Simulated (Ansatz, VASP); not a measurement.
# Si2F3 in VASP and in Ansatz

```
Si F
1.0
     4.44243    0.00000    0.00000
    -2.22122    3.84726    0.00000
     0.00000    0.00000    3.60020
Si F
2 3
Direct
  0.33333 0.66667 0.50000
  0.66667 0.33333 0.50000
  0.33333 0.66667 0.00000
  0.66667 0.33333 0.00000
  0.00000 0.00000 0.00000
```

Alike in both runs: task relaxation of cell and atoms; functional PBE; k mesh 12 × 12 × 10; occupations gaussian, width 0.1 eV; no spin polarisation.

|  | VASP | Ansatz |
| --- | --- | --- |
| version | VASP 6.6.1 | Ansatz 0.2.0 |
| potentials or method | VASP PAW PBE potentials, release 64 (Si, F), cutoff 600 eV | scalar-relativistic, plane waves, PAW |
| valence electrons in the cell | 29 | 29 |

|  | VASP | Ansatz | Ansatz less VASP |
| --- | --- | --- | --- |
| gap on the k mesh at the Fermi level, each at its own relaxed structure (eV) | none | none | - |
| relaxed volume (Å³/atom) | 12.24 | 12.29 | +0.052 |
| relaxed cell length with the largest relative difference (Å) | 4.428 | 4.438 | +0.0100 |

A gap of «none» marks a metal or a gap that the smearing closes.
